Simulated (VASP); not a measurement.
Wanted: the native input for a VASP 6.6.1 run.

* Task: single point
* Functional: revPBE
* Potentials or basis: VASP PAW PBE potentials, release 64 (Si)
* Cutoff: 520 eV
* k mesh: 9 × 9 × 9
* Occupations: fermi-dirac, width 0.05 eV
* Spin: no spin polarisation
* Dipole correction: no
* Further INCAR settings: ALGO = Normal; EDIFF = 1e-06; NBANDS = 11

The structure of Si lies in POSCAR:

```
Si
1.0
    0.0000000000      2.6722330273      2.6722330273
    2.6722330273      0.0000000000      2.6722330273
    2.6722330273      2.6722330273      0.0000000000
Si
2
Direct
    0.5000000000      0.5000000000      0.5000000000
    0.7500000000      0.7500000000      0.7500000000
```

This cell differs from its parent crystal: volume scaled by 0.92.

The input as run:

INCAR

```
SYSTEM = Si
ALGO = Normal
EDIFF = 1E-6
ENCUT = 520
GGA = RE
ISIF = 2
ISMEAR = -1
LASPH = .TRUE.
LCHARG = .FALSE.
LREAL = .FALSE.
LWAVE = .FALSE.
NBANDS = 11
NELM = 60
PREC = Accurate
SIGMA = 0.05
```

KPOINTS

```
k-points
0
G
  9 9 9
  0 0 0
```

Potentials or basis: VASP PAW PBE potentials, release 64 (Si).

The run is started by

```bash
$ cat potpaw_PBE.64/Si/POTCAR > POTCAR
$ mpirun -np 1 vasp_std > vasp.out
```

It gave:

| Quantity | Value |
| --- | --- |
| Pressure | 8.3 GPa |
| Band gap on the k mesh | 0.52 eV, indirect (least direct gap 2.59 eV) |

Caveat: the PAW data sets were made with another functional, which shifts forces and pressure a little.

Wall time 5.5 s on 1 thread of Intel(R) Xeon(R) 6975P-C (Granite Rapids), with other jobs on the host, peak memory 0.15 GiB.
